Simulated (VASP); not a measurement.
Wanted: the native input for a VASP 6.6.1 run.

```
Task                   : single point
Functional             : r2SCAN
Potentials or basis    : VASP PAW PBE potentials, release 64 (Be, S)
Cutoff                 : 520 eV
k mesh                 : 10 × 10 × 10
Occupations            : gaussian, width 0.01 eV
Spin                   : no spin polarisation
Dipole correction      : no
Further INCAR settings : ALGO = Normal; EDIFF = 1e-07; NBANDS = 11
```

Crystal: BeS.

```
Be S
1.0
     0.00000    2.36128    2.48936
     2.36128    0.00000    2.48936
     2.36128    2.36128    0.00000
Be S
1 1
Direct
  0.00000 0.00000 0.00000
  0.25000 0.25000 0.25000
```

This cell differs from its parent crystal: epitaxial xy strain -3.0%.

One way to write it, as run:

POSCAR

```
BeS
1.0
    0.0000000000      2.3612770434      2.4893639833
    2.3612770434      0.0000000000      2.4893639833
    2.3612770434      2.3612770434      0.0000000000
Be S
1 1
Direct
    0.0000000000      0.0000000000      0.0000000000
    0.2500000000      0.2500000000      0.2500000000
```

INCAR.step1

```
ALGO     = Normal         # electronic algorithm
EDIFF    = 1E-4           # SCF threshold, eV
ENCUT    = 520            # plane-wave cutoff, eV
GGA      = PE             # functional
ISMEAR   = 0              # smearing method
LASPH    = T              # aspherical terms in the spheres
LCHARG   = F              # write CHGCAR
LREAL    = F              # projectors in reciprocal space
LWAVE    = T              # write WAVECAR
NBANDS   = 11             # bands
NELM     = 80             # most SCF steps
PREC     = Accurate       # precision mode
SIGMA    = 0.01           # smearing width, eV
```

INCAR.step2

```
ALGO     = Normal         # electronic algorithm
EDIFF    = 1E-7           # SCF threshold, eV
ENCUT    = 520            # plane-wave cutoff, eV
ISIF     = 2              # what is computed and relaxed
ISMEAR   = 0              # smearing method
ISTART   = 1            
LASPH    = T              # aspherical terms in the spheres
LCHARG   = F              # write CHGCAR
LMIXTAU  = T            
LREAL    = F              # projectors in reciprocal space
LWAVE    = F              # write WAVECAR
METAGGA  = R2SCAN         # meta-GGA
NBANDS   = 11             # bands
NELM     = 80             # most SCF steps
PREC     = Accurate       # precision mode
SIGMA    = 0.01           # smearing width, eV
```

KPOINTS

```
k-points
0
Gamma
  10 10 10
```

Potentials or basis: VASP PAW PBE potentials, release 64 (Be, S).

Command:

```bash
$ cat potpaw_PBE.64/Be/POTCAR potpaw_PBE.64/S/POTCAR > POTCAR
$ cp INCAR.step1 INCAR
$ mpirun -np 1 vasp_std > vasp.out
$ cp INCAR.step2 INCAR
$ mpirun -np 1 vasp_std > vasp.out
```

Results of the run:

* Pressure: 4.3 GPa
* Band gap on the k mesh: 3.26 eV, indirect (least direct gap 6.13 eV)

Caveat: the cell differs from its parent crystal (epitaxial xy strain -3.0%); the PAW data sets were made with another functional, which shifts forces and pressure a little.

Run time: 91 s on 1 thread of Intel(R) Xeon(R) Platinum 8559C (Emerald Rapids) (shared host), peak memory 0.17 GiB.
